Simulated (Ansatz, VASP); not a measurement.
## One calculation of Os, two programs

File INCAR:

```
SYSTEM = Os
PREC = Accurate
ENCUT = 600
EDIFF = 1E-7
ISMEAR = 0
SIGMA = 0.1
LREAL = .FALSE.
LASPH = .TRUE.
NELM = 100
ALGO = Normal
ISIF = 3
LWAVE = .FALSE.
LCHARG = .FALSE.
GGA = PE
IBRION = 2
NSW = 90
EDIFFG = -0.04
```

The input KPOINTS:

```
Automatic mesh
0
G
  6 6 6
  0 0 0
```

The input POSCAR:

```
Os
1.0
    0.0000000000      2.8591041555      3.2837724662
    2.6345059180      0.0000000000      3.2837724662
    2.6345059180      2.8591041555      0.0000000000
Os
3
Direct
    0.0000000000      0.0000000000      0.5000000000
    0.5000000000      0.5000000000      0.0000000000
    0.5000000000      0.5000000000      0.5000000000
```

Input for Ansatz:

```yaml
crystal:
  lattice:
    - [0.0, 2.8591041555, 3.2837724662]
    - [2.634505918, 0.0, 3.2837724662]
    - [2.634505918, 2.8591041555, 0.0]
  atoms:
    - { symbol: Os, position: [0.0, 0.0, 0.5] }
    - { symbol: Os, position: [0.5, 0.5, 0.0] }
    - { symbol: Os, position: [0.5, 0.5, 0.5] }
basis:
  ecutwfc: 420
kpoints:
  mp_grid: { grid: [6, 6, 6] }
hamiltonian:
  xc: pbe
scf:
  occupations: { method: gaussian, width: 0.1 }
  lower_state_search: "off"
output:
  forces: true
  stress: true
  eigenvalues: true
relax:
  adjacent_minimum: "off"
  f_tol: 0.04
  max_steps: 70
  cell: { stress_tol: 0.4 }
```

Alike in both runs: task relaxation of cell and atoms; functional PBE; k mesh 6 × 6 × 6; occupations gaussian, width 0.1 eV; no spin polarisation.

|  | VASP | Ansatz |
| --- | --- | --- |
| version | VASP 6.6.1 | Ansatz 0.2.0 |
| potentials or method | VASP PAW PBE potentials, release 64 (Os), cutoff 600 eV | scalar-relativistic, plane waves, PAW |
| valence electrons in the cell | 24 | 48 |

```csv
,VASP,Ansatz,Ansatz less VASP
"gap on the k mesh at the Fermi level, each at its own relaxed structure (eV)",none,none,-
relaxed volume (Å³/atom),18.47,18.51,+0.040
relaxed cell length with the largest relative difference (Å),4.836,4.849,+0.0131
```

A gap of «none» marks a metal or a gap that the smearing closes. VASP's potentials hold 24 valence electrons a cell and Ansatz's 48, so a difference there can come from the potentials and not from the codes.

Neither program's run includes spin-orbit coupling.
